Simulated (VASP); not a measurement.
# Na (Im-3m) in VASP: notebook, part 2 of 2

VASP 6.6.1. Earlier steps stand in the parts before.

## Step 3: Single point, PBE (strain -0.015 along x and y, -0.015 along z)

Contents of INCAR:

```
SYSTEM = Na
  PREC = Accurate
  ENCUT = 520
  EDIFF = 1E-6
  ISMEAR = 0
  SIGMA = 0.15
  LREAL = .False.
  LASPH = .True.
  NELM = 100
  ALGO = Normal
  ISIF = 2
  LWAVE = .False.
  LCHARG = .True.
  GGA = PE
  LELF = .True.
  LVHAR = .True.
  NBANDS = 10
```

Contents of KPOINTS:

```
regular mesh
0
Gamma
  16 16 16
  0 0 0
```

Contents of POSCAR:

```
Na
1.0
   -2.0857375000      2.0857375000      2.0857375000
    2.0857375000     -2.0857375000      2.0857375000
    2.0857375000      2.0857375000     -2.0857375000
Na
1
Direct
    0.0000000000      0.0000000000      0.0000000000
```

Potentials or basis: VASP PAW PBE potentials, release 64 (Na_pv).

The run is started by

```sh
$ cat potpaw_PBE.64/Na_pv/POTCAR > POTCAR
$ mpirun -np 1 vasp_std > vasp.out
```

OUTCAR:

```text
SYSTEM = Na
   PREC = Accurate
   ENCUT = 520
   EDIFF = 1E-6
   ISMEAR = 0
   LREAL = .False.
   LASPH = .True.
   NELM = 100
   ISIF = 2
   GGA = PE

 ion  position               nearest neighbor table
   1  0.000  0.000  0.000-

  LATTYP: Found a body centered cubic cell.
 ALAT       =     4.1714750000

  Lattice vectors:

 A1 = (  -2.0857375000,   2.0857375000,   2.0857375000)
 A2 = (   2.0857375000,  -2.0857375000,   2.0857375000)
 A3 = (   2.0857375000,   2.0857375000,  -2.0857375000)

Analysis of symmetry for initial positions (statically):
=====================================================================
 Subroutine PRICEL returns:
 Original cell was already a primitive cell.

 Routine SETGRP: Setting up the symmetry group for a
 body centered cubic supercell.

 Subroutine GETGRP returns: Found 48 space group operations
 (whereof 48 operations were pure point group operations)
 out of a pool of 48 trial point group operations.

The static configuration has the point symmetry O_h .

Analysis of symmetry for dynamics (positions and initial velocities):
=====================================================================
 Subroutine PRICEL returns:
 Original cell was already a primitive cell.

 Routine SETGRP: Setting up the symmetry group for a
 body centered cubic supercell.

 Subroutine GETGRP returns: Found 48 space group operations
 (whereof 48 operations were pure point group operations)
 out of a pool of 48 trial point group operations.

The dynamic configuration has the point symmetry O_h .

 Subroutine INISYM returns: Found 48 space group operations
 (whereof 48 operations are pure point group operations),
 and found     1 'primitive' translations

----------------------------------------------------------------------------------------

                                     Primitive cell
[... 105 lines left out ...]
   EFERMI_NEDOS =   21; number of points for ismear=-14 and -15
   IALGO  =     38    algorithm
   IMIX   =      4    mixing-type and parameters
     AMIX     =   0.40;   BMIX     =  1.00
     AMIX_MAG =   1.60;   BMIX_MAG =  1.00
  volume/ion in A,a.u.               =      36.29       244.93
  Fermi-wavevector in a.u.,A,eV,Ry     =   0.945862  1.787420 12.172524  0.894655
  Thomas-Fermi vector in A             =   2.073805
   LORBIT       =      0    0 simple, 1 ext, 2 COOP (PROOUT), +10 PAW based schemes
   GGA     = PE    functional components
   LHFCALC =     F    Hartree Fock is set to
   AEXX    =    0.0000 exact exchange contribution
   IVDW    =     0    specifies the selected vdW correction
   LEPSILON=     F    determine dielectric tensor
   LRPA    =     F    only Hartree local field effects (RPA)
 non-spin polarized calculation
 Gauss-broadening in eV      SIGMA  =   0.15
  energy-cutoff  :      520.00
  volume of cell :       36.29
 maximum number of plane-waves:       991
   NGX = 13   NGY = 13   NGZ = 13

 number of electron       6.9999995 magnetization

 Free energy of the ion-electron system (eV)
  ---------------------------------------------------
  ext. energy  EPLUGINS =         0.00000000
  ---------------------------------------------------
  free energy    TOTEN  =        -1.31380900 eV

  energy without entropy =       -1.30877232  energy(sigma->0) =       -1.31129066

 E-fermi :   0.3931     XC(G=0):  -6.5577

 val. band max:        0.3825195823   @ k =  -0.3750   0.4375   0.1250
 cond. band min:       0.4439104609   @ k =  -0.4375   0.4375   0.0625
 fundamental gap:      0.0613908786
 Fermi energy:         0.3930698783

 k-point     1 :       0.0000    0.0000    0.0000
  band No.  band energies     occupation
      1     -24.4948      2.00000
      2     -24.4948      2.00000
      3     -24.4948      2.00000
      4      -2.9324      2.00000
      5      12.2610      0.00000
      6      12.2610      0.00000
      7      12.2610      0.00000
      8      13.2739      0.00000
      9      13.2739      0.00000
     10      13.8395      0.00000
[... 287 lines left out ...]
 k-point    24 :       0.2500    0.1875    0.0000
  band No.  band energies     occupation
      1     -24.5247      2.00000
      2     -24.5071      2.00000
      3     -24.4979      2.00000
      4      -0.4082      2.00000
      5       4.7046      0.00000
      6       5.9762      0.00000
      7       9.1302      0.00000
      8      11.8627      0.00000
      9      13.2147      0.00000
     10      15.1599      0.00000

 [... further k-points ...]
[... 5 lines left out ...]
  --------------------------------------------------------------------------------------
  -------------------------------------------------------------------------------------
  Total        0.0269360      0.0269360      0.0269360      0.0000000     -0.0000000      0.0000000
  in kB        1.1890605      1.1890605      1.1890605      0.0000000     -0.0000000      0.0000000
  external PRESSURE =       1.1890605 kB  Pullay stress =       0.0000000 kB

 VOLUME and BASIS-vectors are now :
 -----------------------------------------------------------------------------
  energy-cutoff  :      520.00
  volume of cell :       36.29
      direct lattice vectors                 reciprocal lattice vectors
    -2.085737500  2.085737500  2.085737500     0.000000000  0.239723359  0.239723359
     2.085737500 -2.085737500  2.085737500     0.239723359  0.000000000  0.239723359
     2.085737500  2.085737500 -2.085737500     0.239723359  0.239723359  0.000000000

 POSITION                                       TOTAL-FORCE (eV/Angst)
 -----------------------------------------------------------------------------------
      0.00000      0.00000      0.00000        -0.000000     -0.000000      0.000000
 -----------------------------------------------------------------------------------
    total drift:                                0.000000     -0.000000      0.000000

  FREE ENERGIE OF THE ION-ELECTRON SYSTEM (eV)
  ---------------------------------------------------
  free  energy   TOTEN  =        -1.3138089991 eV

  energy  without entropy=       -1.3087723167  energy(sigma->0) =       -1.31129066
```

stdout:

```text
POSCAR found type information on POSCAR Na
 POSCAR found :  1 types and       1 ions
 scaLAPACK will be used
 LDA part: xc-table for (Slater+PW92), standard interpolation
 POSCAR, INCAR and KPOINTS ok, starting setup
 FFT: planning ... GRIDC
 FFT: planning ... GRID_SOFT
 FFT: planning ... GRID
 WAVECAR not read
 entering main loop
```

It took 35 s on 1 thread of AMD EPYC 7R43 (Zen 3), shared host; peak memory 0.14 GiB.

Results:

| Quantity | Value |
| --- | --- |
| Free energy | -1.3138 eV |
| Pressure | 0.1 GPa |

Caveat: the cell differs from its parent crystal (strain -0.015 along x and y, -0.015 along z).

## Step 4: Single point, PBE (strain +0.015 along x and y, +0.015 along z)

Contents of INCAR:

```
PREC = Accurate
ENCUT = 520
EDIFF = 1E-6
ISMEAR = 0
SIGMA = 0.15
LREAL = False
LASPH = True
NELM = 100
ALGO = Normal
ISIF = 2
LWAVE = False
LCHARG = False
GGA = PE
NBANDS = 10
```

Contents of KPOINTS:

```
Automatic mesh
0
Gamma
  16 16 16
```

Contents of POSCAR:

```
Na
1.0
   -2.1492625000      2.1492625000      2.1492625000
    2.1492625000     -2.1492625000      2.1492625000
    2.1492625000      2.1492625000     -2.1492625000
Na
1
Direct
    0.0000000000      0.0000000000      0.0000000000
```

Potentials or basis: VASP PAW PBE potentials, release 64 (Na_pv).

The run is started by

```sh
$ cat potpaw_PBE.64/Na_pv/POTCAR > POTCAR
$ mpirun -np 1 vasp_std > vasp.out
```

OUTCAR:

```text
PREC = Accurate
   ENCUT = 520
   EDIFF = 1E-6
   ISMEAR = 0
   LREAL = False
   LASPH = True
   NELM = 100
   ISIF = 2
   GGA = PE

 ion  position               nearest neighbor table
   1  0.000  0.000  0.000-

  LATTYP: Found a body centered cubic cell.
 ALAT       =     4.2985250000

  Lattice vectors:

 A1 = (  -2.1492625000,   2.1492625000,   2.1492625000)
 A2 = (   2.1492625000,  -2.1492625000,   2.1492625000)
 A3 = (   2.1492625000,   2.1492625000,  -2.1492625000)

[... 480 lines left out ...]
      1     -24.8412      2.00000
      2     -24.8286      2.00000
      3     -24.8218      2.00000
      4      -0.6195      2.00000
      5       4.2381      0.00000
      6       5.3980      0.00000
      7       8.3444      0.00000
      8      11.0139      0.00000
      9      12.2169      0.00000
     10      14.0817      0.00000

 [... further k-points ...]
[... 5 lines left out ...]
  --------------------------------------------------------------------------------------
  -------------------------------------------------------------------------------------
  Total       -0.1271930     -0.1271930     -0.1271930     -0.0000000     -0.0000000      0.0000000
  in kB       -5.1315125     -5.1315125     -5.1315125     -0.0000000     -0.0000000      0.0000000
  external PRESSURE =      -5.1315125 kB  Pullay stress =       0.0000000 kB

 VOLUME and BASIS-vectors are now :
 -----------------------------------------------------------------------------
  energy-cutoff  :      520.00
  volume of cell :       39.71
      direct lattice vectors                 reciprocal lattice vectors
    -2.149262500  2.149262500  2.149262500     0.000000000  0.232637940  0.232637940
     2.149262500 -2.149262500  2.149262500     0.232637940  0.000000000  0.232637940
     2.149262500  2.149262500 -2.149262500     0.232637940  0.232637940  0.000000000

 POSITION                                       TOTAL-FORCE (eV/Angst)
 -----------------------------------------------------------------------------------
      0.00000      0.00000      0.00000         0.000000      0.000000      0.000000
 -----------------------------------------------------------------------------------
    total drift:                               -0.000000     -0.000000      0.000000

  FREE ENERGIE OF THE ION-ELECTRON SYSTEM (eV)
  ---------------------------------------------------
  free  energy   TOTEN  =        -1.3098084813 eV

  energy  without entropy=       -1.3045148103  energy(sigma->0) =       -1.30716165
```

OSZICAR:

```text
N       E                     dE             d eps       ncg     rms          rms(c)
DAV:   1     0.272573595941E+02    0.27257E+02   -0.37673E+03  2906   0.576E+02
DAV:   2    -0.703196644036E+00   -0.27961E+02   -0.27842E+02  2984   0.143E+02
DAV:   3    -0.130530152937E+01   -0.60210E+00   -0.60170E+00  3562   0.231E+01
DAV:   4    -0.131014858907E+01   -0.48471E-02   -0.48467E-02  3490   0.204E+00
DAV:   5    -0.131021521159E+01   -0.66623E-04   -0.66622E-04  3324   0.235E-01    0.202E-01
DAV:   6    -0.130997836914E+01    0.23684E-03   -0.48684E-04  3410   0.264E-01    0.137E-01
DAV:   7    -0.130981634636E+01    0.16202E-03   -0.10120E-03  3264   0.315E-01    0.156E-02
DAV:   8    -0.130980809510E+01    0.82513E-05   -0.47466E-05  3624   0.113E-01    0.241E-03
DAV:   9    -0.130980848129E+01   -0.38619E-06   -0.23276E-07  2140   0.544E-03
   1 F= -.13098085E+01 E0= -.13071616E+01  d E =-.529367E-02
```

stdout:

```text
POSCAR found type information on POSCAR Na
 POSCAR found :  1 types and       1 ions
 scaLAPACK will be used
 LDA part: xc-table for (Slater+PW92), standard interpolation
 POSCAR, INCAR and KPOINTS ok, starting setup
 FFT: planning ... GRIDC
 FFT: planning ... GRID_SOFT
 FFT: planning ... GRID
 WAVECAR not read
 entering main loop
```

It took 30 s on 1 thread of AMD EPYC 7R43 (Zen 3), shared host; peak memory 0.15 GiB.

Results:

```yaml
Free_energy: -1.3098 eV
Pressure: -0.5 GPa
```

Caveat: the cell differs from its parent crystal (strain +0.015 along x and y, +0.015 along z).

## Step 5: The runs side by side

| cell | gap on the mesh (eV) | pressure (GPa) |
| --- | --- | --- |
| a = 3.558 Å, angles 109.5°, 1 atom | none | 0.5 |
| a = 3.613 Å, angles 109.5°, 1 atom | none | 0.1 |
| a = 3.723 Å, angles 109.5°, 1 atom | none | -0.5 |

Alike in all rows: task single point; level PBE; potentials or basis VASP PAW PBE potentials, release 64 (Na_pv); no spin polarisation; k mesh 16 × 16 × 16; cutoff (eV) 520; smearing gaussian 0.15 eV.

Total energies depend on the potentials used, so only differences within one code and one set of settings carry meaning.
